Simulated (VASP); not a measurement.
## DyW2: single point with PBE

Crystal: DyW2.

```xyz
3
Lattice="3.2904 0.0000 0.0000 0.0000 3.2904 0.0000 0.0000 0.0000 6.2442" Properties=species:S:1:pos:R:3 pbc="T T T"
Dy    0.0000    0.0000    3.1221
W     1.6452    0.0000    5.6670
W     0.0000    1.6452    0.5772
```

The cell was built from a structure type or drawn by symmetry, and may not be a known phase.

* Program: VASP 6.6.1
* Task: single point
* Functional: PBE
* Potentials or basis: VASP PAW PBE potentials, release 64 (Dy_3, W_sv), 4f in core
* Cutoff: 500 eV
* k mesh: 14 × 14 × 8
* Occupations: gaussian, width 0.1 eV
* Spin: no spin polarisation

The pressure is 0.4 GPa and the largest force is 0.044 eV/Å. The band gap on the k mesh is zero (an odd number of electrons rules out a gap without spin polarisation).

Forces in eV/Å, atoms in the order of the input:
```
Dy   0.000  0.000  0.000
W    0.000  0.000 -0.044
W    0.000  0.000  0.044
```

Stress tensor (GPa, compression positive):
```
0.47 0.00 0.00
0.00 0.47 0.00
0.00 0.00 0.35
```

Levels at points of the mesh, in eV from the Fermi level:
```
           k point  band 17  band 18  band 19  band 20  band 21  band 22
(0.00, 0.00, 0.00)    -0.54     0.26     0.26     0.80     0.80     1.32
(0.50, 0.00, 0.00)    -1.77    -0.92    -0.02     2.53     2.69     2.98
(0.50, 0.50, 0.00)    -0.54    -0.44    -0.13    -0.13     0.71     2.37
(0.00, 0.00, 0.50)    -0.59     0.10     0.10     0.34     1.20     1.34
(0.50, 0.00, 0.50)    -1.69    -1.10     0.27     1.79     2.59     2.79
(0.50, 0.50, 0.50)    -1.22     0.41     0.41     1.58     2.60     3.00
```

Wall time 2.2 min on 1 thread of Intel(R) Xeon(R) Platinum 8488C (Sapphire Rapids), with other jobs on the host, peak memory 0.38 GiB.

Caveat: spin-orbit coupling is left out, which moves the levels of the heavy elements; the 4f electrons are frozen in the core, so they carry no moment and show no levels. Spin polarisation is off, so any magnetic state and its effect on volume and gap are missing.
